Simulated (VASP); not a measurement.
The system is Sb.

```
CELL_PARAMETERS angstrom
0.00000 1.86040 1.86040
1.86040 0.00000 1.86040
1.86040 1.86040 0.00000
ATOMIC_POSITIONS crystal
Sb 0.00000 0.00000 0.00000
```

Base run:

```yaml
Program: VASP 6.6.1
Functional: PBE
Potentials_or_basis: VASP PAW PBE potentials, release 64 (Sb)
Cutoff: 500 eV
k_mesh: 15 × 15 × 15
Occupations: fermi-dirac, width 0.1 eV
Spin: no spin polarisation
```

Its results: pressure 262.7 GPa.

**Question.** The run is repeated on the same cell with these changes: functional from PBE to LDA; potentials or basis from VASP PAW PBE potentials, release 64 (Sb) to VASP PAW LDA potentials, release 64 (Sb). What comes out?

**Answer.** Pressure 249.1 GPa.
